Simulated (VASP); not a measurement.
A run of VASP 6.6.1:

The input INCAR:

```
SYSTEM = AlCo
PREC     = Accurate       ! precision mode
ENCUT    = 520            ! plane-wave cutoff, eV
EDIFF    = 1E-6           ! SCF threshold, eV
ISMEAR   = 0              ! smearing method
SIGMA    = 0.15           ! smearing width, eV
LREAL    = .False.        ! projectors in reciprocal space
LASPH    = .True.         ! aspherical terms in the spheres
NELM     = 150            ! most SCF steps
ALGO     = Normal         ! electronic algorithm
ISIF     = 2              ! what is computed and relaxed
LWAVE    = .False.        ! write WAVECAR
LCHARG   = .True.         ! write CHGCAR
ISPIN    = 2              ! spin polarisation
MAGMOM   = -0.01 0.16     ! initial moments
LORBIT   = 11             ! projections on sites
LMAXMIX  = 4              ! l up to which the mixer works
GGA      = PE             ! functional
LELF     = .True.         ! ELF
LVHAR    = .True.       
NBANDS   = 17             ! bands
```

KPOINTS

```
Automatic mesh
0
Gamma
  16 16 16
  0 0 0
```

POSCAR

```
AlCo
1.0
    2.5938509532      0.0000000000      0.0000000000
    0.0000000000      2.5938509532      0.0000000000
    0.0000000000      0.0000000000      2.5938509532
Al Co
1 1
Direct
    0.0000000000      0.0000000000      0.0000000000
    0.5000000000      0.5000000000      0.5000000000
```

Potentials or basis: VASP PAW PBE potentials, release 64 (Al, Co).

Run with:

```bash
$ cat potpaw_PBE.64/Al/POTCAR potpaw_PBE.64/Co/POTCAR > POTCAR
$ mpirun -np 1 vasp_std > vasp.out
```

Hardware: 1 thread of AMD EPYC 7R13, on a shared host.

Q: How long does it take, and how much memory?

A: It took 2.2 min on 1 thread of AMD EPYC 7R13 (shared host), peak memory 0.16 GiB. Counts: scf iterations 13, k points 165.
